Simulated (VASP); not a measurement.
**SiH4CO: single point with LDA**

System: SiH4CO.

```xyz
35
Lattice="9.9160 0.0000 0.0000 0.0000 9.9160 0.0000 0.0000 0.0000 9.9160" Properties=species:S:1:pos:R:3 pbc="T T T"
O     1.6980    4.5294    3.8332
O     8.6112    3.9189   10.6634
O     6.8906    5.1454    3.0150
O     6.6435    1.4743    5.1988
O     2.6470    8.6770    9.1573
C     2.1122    4.1211    2.8586
C     9.3319    3.0506   10.7597
C     7.5491    5.5815    3.8003
C     7.6881    1.8791    5.4363
C     3.4933    8.2601    8.5596
Si    2.0194    5.1634    9.0604
Si    9.6595    0.9745    2.9741
Si    8.1525    8.3466    6.3914
Si    5.9881    1.7438    0.0917
Si    1.6808    1.3053    6.9459
H     2.4378    5.8274   10.3679
H     1.7402    3.8059    9.5244
H     0.9445    5.9009    8.2714
H     3.3307    5.2425    8.3296
H     9.6300    0.3329    1.6049
H     8.7234    2.0682    3.2758
H     9.6713   -0.1828    3.9969
H    10.9897    1.6613    3.1073
H     6.7767    8.7058    6.8643
H     8.4942    6.9899    6.8442
H     8.3185    8.3565    4.9261
H     9.2427    9.1998    6.8946
H     5.8565    2.6676    1.2499
H     5.3400    0.3888    0.2551
H     5.2485    2.3270   -1.0570
H     7.2910    1.5944   -0.4451
H     2.0764   -0.1614    6.4292
H     0.9229    0.9860    8.2292
H     2.6729    2.3883    7.2593
H     0.6521    1.8663    6.0136
```

* Program: VASP 6.6.1
* Task: single point
* Functional: LDA
* Potentials or basis: VASP PAW LDA potentials, release 64 (O_h, C_h, Si, H_h)
* Cutoff: 1000 eV
* k mesh: 1 × 1 × 1
* Occupations: fermi-dirac, width 0.05 eV
* Spin: no spin polarisation

```yaml
Pressure: -0.2 GPa
Largest_force: 1.778 eV/Å
Band_gap_on_the_k_mesh: 4.90 eV
```

Forces on the atoms (eV/Å):
```
O    0.278 -0.251 -0.648
O    0.248 -0.220  0.019
O   -1.038 -0.704 -1.248
O    1.576  0.611  0.398
O   -1.063  0.521  0.791
C   -0.303  0.232  0.628
C   -0.171  0.371 -0.019
C    1.053  0.670  1.251
C   -1.645 -0.622 -0.267
C    1.078 -0.513 -0.763
Si   0.824  1.009  0.379
Si   1.256 -0.918  0.074
Si   0.024 -0.236 -0.016
Si  -1.730 -0.205 -0.194
Si  -0.744 -1.299  0.194
H   -0.481  0.125 -0.345
H   -0.382 -0.646 -0.199
H    0.241 -0.345  0.384
H   -0.230 -0.196 -0.220
H   -0.308  0.273  0.279
H   -0.576  0.036 -0.098
H   -0.260  0.690 -0.334
H   -0.006 -0.087 -0.068
H    0.143  0.126 -0.066
H   -0.025 -0.449  0.183
H   -0.265  0.044 -0.346
H    0.122  0.505  0.303
H    0.140 -0.116  0.161
H    0.210  0.230  0.286
H   -0.235  0.244 -0.086
H    1.567 -0.205 -0.196
H    0.071  1.522  0.325
H    0.273  0.183 -0.263
H    0.241 -0.368 -0.168
H    0.117 -0.012 -0.110
```

Stress tensor (GPa, compression positive):
```
 0.08 -0.04 -0.15
-0.04 -0.47 -0.06
-0.15 -0.06 -0.11
```

Levels at points of the mesh, in eV from the valence-band top:
```tsv
k point	band 42	band 43	band 44	band 45	band 46	band 47	band 48	band 49
(0.00, 0.00, 0.00)	-0.30	-0.26	-0.17	0.00	4.90	4.96	5.03	5.29
```

Run time: 4.6 min on 1 thread of Intel(R) Xeon(R) 6975P-C (Granite Rapids), on a shared host, peak memory 1.4 GiB.

Caveat: the k points lie up to 0.63 Å⁻¹ apart.
